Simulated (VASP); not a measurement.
# Sn2Ir (fluorite type) (Fm-3m) in VASP: single point with LDA

Aim: the single point of Sn2Ir (fluorite type) with LDA.

Everything below comes from runs of VASP 6.6.1. Logs are shortened: lines on timing, memory, paths and dates and some standing lists are left out, and cuts for length are marked.

### Step 1. The cell of the first run

Symmetry: Fm-3m, No. 225, cubic system. The conventional cell has a = 6.304 Å, b = 6.304 Å, c = 6.304 Å, α = 90.00°, β = 90.00°, γ = 90.00°. Within 3.6 Å of Ir (site symmetry m-3m) lie 8 Sn at 2.73 Å. Sn (site symmetry -43m) has 4 Ir at 2.73 Å and 6 Sn at 3.15 Å within 3.6 Å.

### Step 2. Single point, LDA

Contents of INCAR:

```
SYSTEM = Sn2Ir
PREC = Accurate
ENCUT = 520
EDIFF = 1E-6
ISMEAR = -1
SIGMA = 0.08
LREAL = .FALSE.
LASPH = .TRUE.
NELM = 80
ALGO = Normal
ISIF = 2
LWAVE = .FALSE.
LCHARG = .FALSE.
NBANDS = 66
```

Contents of KPOINTS:

```
Automatic mesh
0
G
  9 9 3
  0 0 0
```

Contents of POSCAR:

```
Sn2Ir
1.0
    0.0000000000      3.1519296761     -3.1519296761
   -3.1519296761      0.0000000000      3.1519296761
    6.3038593521      6.3038593521      6.3038593521
Ir Sn
3 6
Direct
    0.0000000000      0.0000000000      0.0000000000
    0.3333333330      0.6666666670      0.3333333330
    0.6666666670      0.3333333330      0.6666666670
    0.0000000000      0.0000000000      0.2500000000
    0.3333333330      0.6666666670      0.5833333330
    0.6666666670      0.3333333330      0.9166666670
    0.3333333330      0.6666666670      0.0833333330
    0.6666666670      0.3333333330      0.4166666670
    0.0000000000      0.0000000000      0.7500000000
```

Potentials or basis: VASP PAW LDA potentials, release 64 (Ir, Sn_d).

The run is started by

```
> cat potpaw_LDA.64/Ir/POTCAR potpaw_LDA.64/Sn_d/POTCAR > POTCAR
> mpirun -np 1 vasp_std > vasp.out
```

OUTCAR:

```text
SYSTEM = Sn2Ir
   PREC = Accurate
   ENCUT = 520
   EDIFF = 1E-6
   ISMEAR = -1
   LREAL = .FALSE.
   LASPH = .TRUE.
   NELM = 80
   ISIF = 2

 ion  position               nearest neighbor table
   1  0.000  0.000  0.000-   6 2.73   7 2.73   4 2.73   9 2.73   6 2.73   7 2.73   6 2.73   7 2.73

   2  0.333  0.667  0.333-   4 2.73   5 2.73   7 2.73   8 2.73   4 2.73   4 2.73   8 2.73   8 2.73

   3  0.667  0.333  0.667-   9 2.73   8 2.73   6 2.73   9 2.73   5 2.73   5 2.73   9 2.73   5 2.73

   4  0.000  0.000  0.250-   2 2.73   1 2.73   2 2.73   2 2.73   8 3.15   7 3.15   7 3.15   8 3.15
                             8 3.15   7 3.15
   5  0.333  0.667  0.583-   2 2.73   3 2.73   3 2.73   3 2.73   8 3.15   8 3.15   8 3.15   9 3.15
                             9 3.15   9 3.15
   6  0.667  0.333  0.917-   1 2.73   3 2.73   1 2.73   1 2.73   7 3.15   7 3.15   7 3.15   9 3.15
                             9 3.15   9 3.15
   7  0.333  0.667  0.083-   1 2.73   2 2.73   1 2.73   1 2.73   6 3.15   6 3.15   4 3.15   6 3.15
                             4 3.15   4 3.15
   8  0.667  0.333  0.417-   3 2.73   2 2.73   2 2.73   2 2.73   5 3.15   5 3.15   4 3.15   5 3.15
                             4 3.15   4 3.15
   9  0.000  0.000  0.750-   3 2.73   1 2.73   3 2.73   3 2.73   6 3.15   5 3.15   5 3.15   6 3.15
                             6 3.15   5 3.15

  LATTYP: Found a hexagonal cell.
 ALAT       =     4.4575016956
 C/A-ratio  =     2.4494897427

  Lattice vectors:

 A1 = (   0.0000000000,   3.1519296761,  -3.1519296761)
 A2 = (  -3.1519296761,   0.0000000000,   3.1519296761)
 A3 = (   6.3038593521,   6.3038593521,   6.3038593521)

Analysis of symmetry for initial positions (statically):
=====================================================================
 Subroutine PRICEL returns following result:

  LATTYP: Found a face centered cubic cell.
 ALAT       =     6.3038593458

  Lattice vectors:

 A1 = (   3.1519296729,   3.1519296729,  -0.0000000000)
 A2 = (  -0.0000000032,   3.1519296729,   3.1519296761)
 A3 = (   3.1519296824,   0.0000000063,   3.1519296761)

   3 primitive cells build up your supercell.

 Routine SETGRP: Setting up the symmetry group for a
 hexagonal supercell.

 Subroutine GETGRP returns: Found 12 space group operations
 (whereof 12 operations were pure point group operations)
 out of a pool of 24 trial point group operations.

The static configuration has the point symmetry D_3d.

Analysis of symmetry for dynamics (positions and initial velocities):
=====================================================================
 Subroutine PRICEL returns following result:

  LATTYP: Found a face centered cubic cell.
 ALAT       =     6.3038593458

  Lattice vectors:

 A1 = (   3.1519296729,   3.1519296729,  -0.0000000000)
 A2 = (  -0.0000000032,   3.1519296729,   3.1519296761)
 A3 = (   3.1519296824,   0.0000000063,   3.1519296761)

   3 primitive cells build up your supercell.

 Routine SETGRP: Setting up the symmetry group for a
 hexagonal supercell.

 Subroutine GETGRP returns: Found 12 space group operations
 (whereof 12 operations were pure point group operations)
 out of a pool of 24 trial point group operations.

The dynamic configuration has the point symmetry D_3d.

 Subroutine INISYM returns: Found 12 space group operations
 (whereof 12 operations are pure point group operations),
 and found     3 'primitive' translations

----------------------------------------------------------------------------------------

                                     Primitive cell

  volume of cell :      62.6267

  direct lattice vectors                    reciprocal lattice vectors
     3.151929673  3.151929673 -0.000000000     0.158632981  0.158632982 -0.158632981
    -0.000000003  3.151929673  3.151929676    -0.158632981  0.158632981  0.158632981
     3.151929682  0.000000006  3.151929676     0.158632981 -0.158632981  0.158632981

  length of vectors
     4.457501691  4.457501693  4.457501700     0.274760383  0.274760383  0.274760383

  position of ions in fractional coordinates (direct lattice)
     0.000000000  0.000000000  0.000000000
     0.250000000  0.250000000  0.250000000
     0.750000000  0.750000000  0.750000000

  ion indices of the primitive-cell ions
   primitive index   ion index
                 1           1
                 2           4
                 3           9

----------------------------------------------------------------------------------------

 KPOINTS: Automatic mesh

Automatic generation of k-mesh.
 Grid dimensions read from file:
 generate k-points for:    9    9    3

 Generating k-lattice:

  Cartesian coordinates                     Fractional coordinates (reciprocal lattice)
    -0.011750591  0.023501182 -0.011750591     0.111111111  0.000000000  0.000000000
    -0.023501182  0.011750591  0.011750591     0.000000000  0.111111111  0.000000000
     0.017625887  0.017625887  0.017625887     0.000000000  0.000000000  0.333333333

  Length of vectors
     0.028782953  0.028782953  0.030528931

  Shift w.r.t. Gamma in fractional coordinates (k-lattice)
     0.000000000  0.000000000  0.000000000

 Subroutine IBZKPT returns following result:
 ===========================================

 Found     31 irreducible k-points:

 Following reciprocal coordinates:
            Coordinates               Weight
  0.000000  0.000000  0.000000      1.000000
  0.111111  0.000000  0.000000      6.000000
  0.222222  0.000000  0.000000      6.000000
  0.333333  0.000000  0.000000      6.000000
  0.444444  0.000000  0.000000      6.000000
  0.111111  0.111111  0.000000      6.000000
[... 16 lines left out ...]
  0.222222  0.111111  0.333333     12.000000
 -0.111111  0.333333  0.333333     12.000000
 [... further k-points ...]
   k-points           NKPTS =     31   k-points in BZ     NKDIM =     31   number of bands    NBANDS=     66
   number of dos      NEDOS =    301   number of ions     NIONS =      9
   total plane-waves  NPLWV = 108864
   dimension x,y,z NGX =    36 NGY =   36 NGZ =   84
   dimension x,y,z NGXF=    72 NGYF=   72 NGZF=  168
   ions per type =               3   6
   NGX,Y,Z   is equivalent  to a cutoff of  13.43, 13.43, 12.79 a.u.
   NGXF,Y,Z  is equivalent  to a cutoff of  26.85, 26.85, 25.58 a.u.
 SYSTEM =  Sn2Ir
   PREC   = accura    normal or accurate (medium, high low for compatibility)
   ISTART =      0    job   : 0-new  1-cont  2-samecut
   ICHARG =      2    charge: 1-file 2-atom 10-const
   ISPIN  =      1    spin polarized calculation?
   LNONCOLLINEAR =      F non collinear calculations
   LSORBIT =      F    spin-orbit coupling
   LASPH  =      T    aspherical Exc in radial PAW
   ENCUT  =  520.0 eV  38.22 Ry    6.18 a.u.   8.29  8.29 20.30*2*pi/ulx,y,z
   NELM   =     80;   NELMIN=  2; NELMDL= -5     # of ELM steps
   EDIFF  = 0.1E-05   stopping-criterion for ELM
   LREAL  =      F    real-space projection
   EDIFFG = 0.1E-04   stopping-criterion for IOM
   NSW    =      0    number of steps for IOM
   IBRION =     -1    ionic relax: 0-MD 1-quasi-New 2-CG
   NFREE  =      0    steps in history (QN), initial steepest desc. (CG)
   ISIF   =      2    stress and relaxation
   ISYM   =      2    0-nonsym 1-usesym 2-fastsym
   POTIM  = 0.5000    time-step for ionic-motion
   TEBEG  =    0.0;   TEEND  =   0.0 temperature during run
   PSTRESS=    0.0 pullay stress
   NELECT =     111.0000    total number of electrons
   NUPDOWN=      -1.0000    fix difference up-down
   EMIN   =  10.00;   EMAX   =-10.00  energy-range for DOS
   EFERMI =   0.00;   METHOD = LEGACY
   ISMEAR =    -1;   SIGMA  =   0.08  broadening in eV -4-tet -1-fermi 0-gaus
   EFERMI_NEDOS =   21; number of points for ismear=-14 and -15
   IALGO  =     38    algorithm
   IMIX   =      4    mixing-type and parameters
     AMIX     =   0.40;   BMIX     =  1.00
     AMIX_MAG =   1.60;   BMIX_MAG =  1.00
  volume/ion in A,a.u.               =      20.88       140.88
  Fermi-wavevector in a.u.,A,eV,Ry     =   1.373690  2.595899 25.674541  1.887026
  Thomas-Fermi vector in A             =   2.499185
   LORBIT       =      0    0 simple, 1 ext, 2 COOP (PROOUT), +10 PAW based schemes
   GGA     = CA    functional components
   LHFCALC =     F    Hartree Fock is set to
   AEXX    =    0.0000 exact exchange contribution
   IVDW    =     0    specifies the selected vdW correction
   LEPSILON=     F    determine dielectric tensor
   LRPA    =     F    only Hartree local field effects (RPA)
 non-spin polarized calculation
  energy-cutoff  :      520.00
  volume of cell :      187.88
 maximum number of plane-waves:      5100
 NGX is ok and might be reduce to    36
   NGX = 17   NGY = 17   NGZ = 41

 number of electron     111.0000016 magnetization

 Free energy of the ion-electron system (eV)
  ---------------------------------------------------
  ext. energy  EPLUGINS =         0.00000000
  ---------------------------------------------------
  free energy    TOTEN  =       -60.81364509 eV

  energy without entropy =      -60.74093089  energy(sigma->0) =      -60.77728799

 E-fermi :   9.0251     XC(G=0): -11.6833

 val. band max:        9.0207602280   @ k =   0.4444   0.0000   0.3333
 cond. band min:       9.0291535470   @ k =   0.2222   0.1111  -0.0000
 fundamental gap:      0.0083933190
 Fermi energy:         9.0251176945

 k-point     1 :       0.0000    0.0000    0.0000
  band No.  band energies     occupation
      1     -12.4445      2.00000
      2     -12.4445      2.00000
      3     -12.3364      2.00000
      4     -12.3364      2.00000
      5     -12.3364      2.00000
      6     -12.3364      2.00000
[... 58 lines left out ...]
     65      13.0596      0.00000
     66      13.2509      0.00000

 k-point     2 :       0.1111    0.0000    0.0000
  band No.  band energies     occupation
      1     -12.4378      2.00000
      2     -12.4281      2.00000
      3     -12.3706      2.00000
      4     -12.3654      2.00000
      5     -12.3204      2.00000
      6     -12.3142      2.00000
[... 58 lines left out ...]
     65      13.2603      0.00000
     66      13.3278      0.00000

 k-point     3 :       0.2222    0.0000    0.0000
  band No.  band energies     occupation
      1     -12.4182      2.00000
      2     -12.3958      2.00000
      3     -12.3820      2.00000
      4     -12.3702      2.00000
      5     -12.3301      2.00000
      6     -12.3199      2.00000
[... 1438 lines left out ...]
     65      13.8270      0.00000
     66      13.8925      0.00000

 k-point    24 :      -0.1111    0.3333    0.3333
  band No.  band energies     occupation
      1     -12.4164      2.00000
      2     -12.3892      2.00000
      3     -12.3427      2.00000
      4     -12.3393      2.00000
      5     -12.3280      2.00000
      6     -12.3128      2.00000
[... 58 lines left out ...]
     65      13.8176      0.00000
     66      14.2558      0.00000

 [... further k-points ...]
[... 5 lines left out ...]
  --------------------------------------------------------------------------------------
  -------------------------------------------------------------------------------------
  Total        0.3162783      0.3162783      0.3162783     -0.0250422     -0.0250422     -0.0250422
  in kB        2.6971132      2.6971132      2.6971132     -0.2135517     -0.2135517     -0.2135517
  external PRESSURE =       2.6971132 kB  Pullay stress =       0.0000000 kB

 VOLUME and BASIS-vectors are now :
 -----------------------------------------------------------------------------
  energy-cutoff  :      520.00
  volume of cell :      187.88
      direct lattice vectors                 reciprocal lattice vectors
     0.000000000  3.151929676 -3.151929676    -0.105755321  0.211510641 -0.105755321
    -3.151929676  0.000000000  3.151929676    -0.211510641  0.105755321  0.105755321
     6.303859352  6.303859352  6.303859352     0.052877660  0.052877660  0.052877660

 POSITION                                       TOTAL-FORCE (eV/Angst)
 -----------------------------------------------------------------------------------
      0.00000      0.00000      0.00000        -0.000000      0.000000      0.000000
     -0.00000      3.15193      3.15193        -0.000000      0.000000      0.000000
      3.15193      6.30386      3.15193        -0.000000      0.000000      0.000000
      1.57596      1.57596      1.57596        -0.007397     -0.007397     -0.007397
      1.57596      4.72789      4.72789        -0.007397     -0.007397     -0.007397
      4.72789      7.87982      4.72789        -0.007397     -0.007397     -0.007397
     -1.57596      1.57596      1.57596         0.007397      0.007397      0.007397
      1.57596      4.72789      1.57596         0.007397      0.007397      0.007397
      4.72789      4.72789      4.72789         0.007397      0.007397      0.007397
 -----------------------------------------------------------------------------------
    total drift:                                0.000000      0.000000      0.000000

  FREE ENERGIE OF THE ION-ELECTRON SYSTEM (eV)
  ---------------------------------------------------
  free  energy   TOTEN  =       -60.8136450914 eV

  energy  without entropy=      -60.7409308942  energy(sigma->0) =      -60.77728799
```

Run time: 8.9 min. Hardware: 1 thread of Intel Xeon 8259CL, shared host; peak memory 0.44 GiB.

What came out:

```yaml
Free_energy: -60.8136 eV
Pressure: 0.3 GPa
Band_gap_on_the_k_mesh: zero (an odd number of electrons rules out a gap without spin polarisation)
```

Caveat: spin-orbit coupling is left out, which moves the levels of the heavy elements.
